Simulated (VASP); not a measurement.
# SnSe2 in VASP: a series of runs

SnSe2 is run at these levels: PBE; tasks: single point.

Everything below comes from runs of VASP 6.6.1. Logs are shortened: lines on timing, memory, paths and dates and some standing lists are left out, and cuts for length are marked.

## Step 1: The cell of the first run

The cell holds a slab with vacuum, 3 atoms: a = 2.908 Å, b = 2.908 Å, c = 15.404 Å, α = 90.00°, β = 90.00°, γ = 120.00°.

The cell was generated, and may not be a known phase.

## Step 2: Single point, PBE

INCAR

```
SYSTEM = SnSe2
ALGO = Normal
EDIFF = 1E-6
ENCUT = 520
GGA = PE
ISIF = 2
ISMEAR = 0
LASPH = .True.
LCHARG = .False.
LREAL = .False.
LWAVE = .False.
NBANDS = 20
NELM = 100
PREC = Accurate
SIGMA = 0.1
```

KPOINTS

```
k-points
0
Gamma
  6 6 1
  0 0 0
```

POSCAR

```
SnSe2
1.0
    2.9075611100      0.0000000000      0.0000000000
   -1.4537805600      2.5180217800      0.0000000000
    0.0000000000      0.0000000000     15.4042233900
Sn Se
1 2
Direct
    0.0000000000      0.0000000000      0.0000000000
    0.3333333300      0.6666666700      0.0940123100
    0.3333333300      0.6666666700      0.9059876900
```

Potentials or basis: VASP PAW PBE potentials, release 64 (Sn_d, Se).

The run is started by

```console
cat potpaw_PBE.64/Sn_d/POTCAR potpaw_PBE.64/Se/POTCAR > POTCAR
mpirun -np 1 vasp_std > vasp.out
```

OUTCAR:

```text
SYSTEM = SnSe2
   EDIFF = 1E-6
   ENCUT = 520
   GGA = PE
   ISIF = 2
   ISMEAR = 0
   LASPH = .True.
   LREAL = .False.
   NELM = 100
   PREC = Accurate

 ion  position               nearest neighbor table
   1  0.000  0.000  0.000-   2 2.22   3 2.22   2 2.22   3 2.22   2 2.22   3 2.22
   2  0.333  0.667  0.094-   1 2.22   1 2.22   1 2.22
   3  0.333  0.667  0.906-   1 2.22   1 2.22   1 2.22

  LATTYP: Found a hexagonal cell.
 ALAT       =     2.9075611100
 C/A-ratio  =     5.2979878349

  Lattice vectors:

 A1 = (   2.9075611100,   0.0000000000,   0.0000000000)
 A2 = (  -1.4537805600,   2.5180217800,   0.0000000000)
 A3 = (   0.0000000000,   0.0000000000,  15.4042233900)

Analysis of symmetry for initial positions (statically):
=====================================================================
 Subroutine PRICEL returns:
 Original cell was already a primitive cell.

 Routine SETGRP: Setting up the symmetry group for a
 hexagonal supercell.

 Subroutine GETGRP returns: Found 12 space group operations
 (whereof 12 operations were pure point group operations)
 out of a pool of 24 trial point group operations.

The static configuration has the point symmetry D_3h.

Analysis of symmetry for dynamics (positions and initial velocities):
=====================================================================
 Subroutine PRICEL returns:
 Original cell was already a primitive cell.

 Routine SETGRP: Setting up the symmetry group for a
 hexagonal supercell.

 Subroutine GETGRP returns: Found 12 space group operations
 (whereof 12 operations were pure point group operations)
 out of a pool of 24 trial point group operations.

The dynamic configuration has the point symmetry D_3h.

 Subroutine INISYM returns: Found 12 space group operations
 (whereof 12 operations are pure point group operations),
 and found     1 'primitive' translations

----------------------------------------------------------------------------------------

                                     Primitive cell

  volume of cell :     112.7790

  direct lattice vectors                    reciprocal lattice vectors
     2.907561110  0.000000000  0.000000000     0.343930862  0.198568577  0.000000000
    -1.453780560  2.518021780  0.000000000     0.000000000  0.397137153  0.000000000
     0.000000000  0.000000000 15.404223390     0.000000000  0.000000000  0.064917262

  length of vectors
     2.907561110  2.907561109 15.404223390     0.397137152  0.397137153  0.064917262

  position of ions in fractional coordinates (direct lattice)
     0.000000000  0.000000000  0.000000000
     0.333333330  0.666666670  0.094012310
     0.333333330  0.666666670  0.905987690

  ion indices of the primitive-cell ions
   primitive index   ion index
                 1           1
                 2           2
                 3           3

----------------------------------------------------------------------------------------

 KPOINTS: k-points

Automatic generation of k-mesh.
 Grid dimensions read from file:
 generate k-points for:    6    6    1

 Generating k-lattice:

  Cartesian coordinates                     Fractional coordinates (reciprocal lattice)
     0.057321810  0.033094763  0.000000000     0.166666667 -0.000000000  0.000000000
     0.000000000  0.066189525  0.000000000     0.000000000  0.166666667  0.000000000
     0.000000000  0.000000000  0.064917262     0.000000000  0.000000000  1.000000000

  Length of vectors
     0.066189525  0.066189525  0.064917262

  Shift w.r.t. Gamma in fractional coordinates (k-lattice)
     0.000000000  0.000000000  0.000000000

 Subroutine IBZKPT returns following result:
 ===========================================

 Found      7 irreducible k-points:

 Following reciprocal coordinates:
            Coordinates               Weight
  0.000000  0.000000  0.000000      1.000000
  0.166667  0.000000  0.000000      6.000000
  0.333333 -0.000000  0.000000      6.000000
  0.500000  0.000000  0.000000      3.000000
  0.166667  0.166667  0.000000      6.000000
  0.333333  0.166667  0.000000     12.000000
  0.333333  0.333333  0.000000      2.000000
   k-points           NKPTS =      7   k-points in BZ     NKDIM =      7   number of bands    NBANDS=     20
   number of dos      NEDOS =    301   number of ions     NIONS =      3
   total plane-waves  NPLWV =  69120
   dimension x,y,z NGX =    24 NGY =   24 NGZ =  120
   dimension x,y,z NGXF=    48 NGYF=   48 NGZF=  240
   ions per type =               1   2
   NGX,Y,Z   is equivalent  to a cutoff of  13.72, 13.72, 12.95 a.u.
   NGXF,Y,Z  is equivalent  to a cutoff of  27.45, 27.45, 25.90 a.u.
 SYSTEM =  SnSe2
   PREC   = accura    normal or accurate (medium, high low for compatibility)
   ISTART =      0    job   : 0-new  1-cont  2-samecut
   ICHARG =      2    charge: 1-file 2-atom 10-const
   ISPIN  =      1    spin polarized calculation?
   LNONCOLLINEAR =      F non collinear calculations
   LSORBIT =      F    spin-orbit coupling
   LASPH  =      T    aspherical Exc in radial PAW
   ENCUT  =  520.0 eV  38.22 Ry    6.18 a.u.   5.41  5.41 28.64*2*pi/ulx,y,z
   NELM   =    100;   NELMIN=  2; NELMDL= -5     # of ELM steps
   EDIFF  = 0.1E-05   stopping-criterion for ELM
   LREAL  =      F    real-space projection
   EDIFFG = 0.1E-04   stopping-criterion for IOM
   NSW    =      0    number of steps for IOM
   IBRION =     -1    ionic relax: 0-MD 1-quasi-New 2-CG
   NFREE  =      0    steps in history (QN), initial steepest desc. (CG)
   ISIF   =      2    stress and relaxation
   ISYM   =      2    0-nonsym 1-usesym 2-fastsym
   POTIM  = 0.5000    time-step for ionic-motion
   TEBEG  =    0.0;   TEEND  =   0.0 temperature during run
   PSTRESS=    0.0 pullay stress
   NELECT =      26.0000    total number of electrons
   NUPDOWN=      -1.0000    fix difference up-down
   EMIN   =  10.00;   EMAX   =-10.00  energy-range for DOS
   EFERMI =   0.00;   METHOD = LEGACY
   ISMEAR =     0;   SIGMA  =   0.10  broadening in eV -4-tet -1-fermi 0-gaus
   EFERMI_NEDOS =   21; number of points for ismear=-14 and -15
   IALGO  =     38    algorithm
   IMIX   =      4    mixing-type and parameters
     AMIX     =   0.40;   BMIX     =  1.00
     AMIX_MAG =   1.60;   BMIX_MAG =  1.00
  volume/ion in A,a.u.               =      37.59       253.69
  Fermi-wavevector in a.u.,A,eV,Ry     =   1.003822  1.896948 13.710019  1.007658
  Thomas-Fermi vector in A             =   2.136398
   LORBIT       =      0    0 simple, 1 ext, 2 COOP (PROOUT), +10 PAW based schemes
   GGA     = PE    functional components
   LHFCALC =     F    Hartree Fock is set to
   AEXX    =    0.0000 exact exchange contribution
   IVDW    =     0    specifies the selected vdW correction
   LEPSILON=     F    determine dielectric tensor
   LRPA    =     F    only Hartree local field effects (RPA)
 non-spin polarized calculation
 Gauss-broadening in eV      SIGMA  =   0.10
  energy-cutoff  :      520.00
  volume of cell :      112.78
 maximum number of plane-waves:      3069
 NGX is ok and might be reduce to    24
   NGX = 11   NGY = 11   NGZ = 57

 number of electron      25.9999991 magnetization

 Free energy of the ion-electron system (eV)
  ---------------------------------------------------
  ext. energy  EPLUGINS =         0.00000000
  ---------------------------------------------------
  free energy    TOTEN  =         2.17363464 eV

  energy without entropy =        2.19248974  energy(sigma->0) =        2.18306219

 E-fermi :   2.6412     XC(G=0):  -5.4433

 val. band max:        2.3564040445   @ k =   0.0000   0.0000   0.0000
 cond. band min:       2.6568980905   @ k =   0.3333   0.1667   0.0000
 fundamental gap:      0.3004940461
 Fermi energy:         2.6412060988

 k-point     1 :       0.0000    0.0000    0.0000
  band No.  band energies     occupation
      1     -21.5712      2.00000
      2     -21.5697      2.00000
      3     -21.5697      2.00000
      4     -21.2327      2.00000
      5     -21.2327      2.00000
      6     -19.1580      2.00000
      7     -15.6709      2.00000
      8      -7.2669      2.00000
      9      -2.8582      2.00000
     10       2.3564      1.99994
     11       2.3564      1.99994
     12       3.4573      0.00000
     13       3.4573      0.00000
     14       4.9558      0.00000
     15       5.8968      0.00000
     16       6.3071      0.00000
     17       7.0776      0.00000
     18       8.5538      0.00000
     19       8.5538      0.00000
     20       9.6905      0.00000

 k-point     2 :       0.1667    0.0000    0.0000
  band No.  band energies     occupation
      1     -21.7144      2.00000
      2     -21.4803      2.00000
      3     -21.4210      2.00000
      4     -21.4121      2.00000
      5     -21.2669      2.00000
      6     -18.4546      2.00000
      7     -14.8465      2.00000
      8      -6.7743      2.00000
      9      -2.2519      2.00000
     10      -1.6427      2.00000
     11       0.4686      2.00000
     12       0.7967      2.00000
     13       2.8764      0.00088
     14       5.5297      0.00000
     15       6.1548      0.00000
     16       6.9404      0.00000
     17       7.5822      0.00000
     18       8.1527      0.00000
     19       9.3219      0.00000
     20      10.3978      0.00000

 k-point     3 :       0.3333   -0.0000    0.0000
  band No.  band energies     occupation
      1     -21.9462      2.00000
      2     -21.8783      2.00000
      3     -21.3349      2.00000
      4     -21.1932      2.00000
      5     -21.0819      2.00000
      6     -16.4112      2.00000
      7     -12.7860      2.00000
      8      -7.1140      2.00000
      9      -5.2130      2.00000
     10      -4.1519      2.00000
     11      -1.1868      2.00000
     12      -0.4529      2.00000
     13       1.9767      2.00000
     14       3.9577      0.00000
     15       4.9980      0.00000
     16       6.9773      0.00000
     17       7.4719      0.00000
     18       8.5294      0.00000
     19       9.5293      0.00000
     20      10.1746      0.00000

 k-point     4 :       0.5000    0.0000    0.0000
  band No.  band energies     occupation
      1     -22.0560      2.00000
      2     -22.0453      2.00000
      3     -21.3686      2.00000
      4     -21.0901      2.00000
      5     -20.9084      2.00000
      6     -14.3163      2.00000
      7     -10.9755      2.00000
      8     -10.3095      2.00000
      9      -6.8191      2.00000
     10      -4.0578      2.00000
     11      -1.9609      2.00000
     12       0.8323      2.00000
     13       1.5953      2.00000
     14       1.6068      2.00000
     15       4.5617      0.00000
     16       6.1108      0.00000
     17       7.4608      0.00000
     18       9.4869      0.00000
     19       9.5078      0.00000
     20      11.2707      0.00000

 k-point     5 :       0.1667    0.1667    0.0000
  band No.  band energies     occupation
      1     -21.7879      2.00000
      2     -21.7570      2.00000
      3     -21.3891      2.00000
      4     -21.3518      2.00000
      5     -21.1406      2.00000
      6     -17.0549      2.00000
      7     -13.4060      2.00000
      8      -5.9690      2.00000
      9      -4.6103      2.00000
     10      -2.6195      2.00000
     11      -2.4514      2.00000
     12      -1.0481      2.00000
     13       0.7493      2.00000
     14       5.7794      0.00000
     15       6.7742      0.00000
     16       7.6974      0.00000
     17       8.1237      0.00000
     18       8.9598      0.00000
     19       9.6565      0.00000
     20      10.1295      0.00000

 k-point     6 :       0.3333    0.1667    0.0000
  band No.  band energies     occupation
      1     -21.9647      2.00000
      2     -21.8785      2.00000
      3     -21.4594      2.00000
      4     -21.1821      2.00000
      5     -21.0321      2.00000
      6     -14.5984      2.00000
      7     -11.1883      2.00000
      8      -8.8932      2.00000
      9      -5.6734      2.00000
     10      -4.8189      2.00000
     11      -3.9454      2.00000
     12      -1.1614      2.00000
     13       0.7416      2.00000
     14       2.6569      0.82438
     15       6.3141      0.00000
     16       8.2328      0.00000
     17       8.6782      0.00000
     18       9.1577      0.00000
     19      10.0940      0.00000
     20      11.1445      0.00000

 k-point     7 :       0.3333    0.3333    0.0000
  band No.  band energies     occupation
      1     -21.9258      2.00000
      2     -21.6963      2.00000
      3     -21.6044      2.00000
      4     -21.2489      2.00000
      5     -21.1004      2.00000
      6     -13.1270      2.00000
      7     -10.0170      2.00000
      8      -9.0103      2.00000
      9      -7.7538      2.00000
     10      -5.9243      2.00000
     11      -3.5706      2.00000
     12      -3.2078      2.00000
     13       1.3929      2.00000
     14       2.7791      0.05115
     15       3.7934      0.00000
     16       8.8116      0.00000
     17       9.9807      0.00000
     18      10.6050      0.00000
     19      12.4617      0.00000
     20      13.3096      0.00000

------------------------ aborting loop because EDIFF is reached ----------------------------------------

  FORCE on cell =-STRESS in cart. coord.  units (eV):
  Direction    XX          YY          ZZ          XY          YZ          ZX
  --------------------------------------------------------------------------------------
  -------------------------------------------------------------------------------------
  Total       47.3995863     47.3995862     49.5023249     -0.0000001     -0.0000000      0.0000000
  in kB      673.3750055    673.3750032    703.2472409     -0.0000013     -0.0000000      0.0000000
  external PRESSURE =     683.3324165 kB  Pullay stress =       0.0000000 kB

 VOLUME and BASIS-vectors are now :
 -----------------------------------------------------------------------------
  energy-cutoff  :      520.00
  volume of cell :      112.78
      direct lattice vectors                 reciprocal lattice vectors
     2.907561110  0.000000000  0.000000000     0.343930862  0.198568577  0.000000000
    -1.453780560  2.518021780  0.000000000     0.000000000  0.397137153  0.000000000
     0.000000000  0.000000000 15.404223390     0.000000000  0.000000000  0.064917262

 POSITION                                       TOTAL-FORCE (eV/Angst)
 -----------------------------------------------------------------------------------
      0.00000      0.00000      0.00000        -0.000000      0.000000     -0.000000
     -0.00000      1.67868      1.44819         0.000000      0.000000     17.096488
     -0.00000      1.67868     13.95604         0.000000     -0.000000    -17.096488
 -----------------------------------------------------------------------------------
    total drift:                                0.000008     -0.000005      0.000000

  FREE ENERGIE OF THE ION-ELECTRON SYSTEM (eV)
  ---------------------------------------------------
  free  energy   TOTEN  =         2.1736346416 eV

  energy  without entropy=        2.1924897430  energy(sigma->0) =        2.18306219
```

Run time: 26 s. Hardware: 1 thread of Intel Xeon Platinum 8488C (Sapphire Rapids), shared host; peak memory 0.23 GiB.

What came out:

```yaml
Free_energy: 2.1736 eV
Largest_force: 17.096 eV/Å
Band_gap_on_the_k_mesh: zero (bands 13 and 14 overlap by 1.85 eV)
```

Forces on the atoms (eV/Å):
```
Sn    0.000   0.000   0.000
Se    0.000   0.000  17.096
Se    0.000   0.000 -17.096
```

Caveat: the k points lie up to 0.42 Å⁻¹ apart, too coarse for converged energies and pressures of a metal; there is no dipole correction, which matters where the two faces differ; spin-orbit coupling is left out, which moves the levels of the heavy elements.

[end of part 1 of 2]

The gap in the log of VASP goes by the Fermi energy; the results here count the filled bands.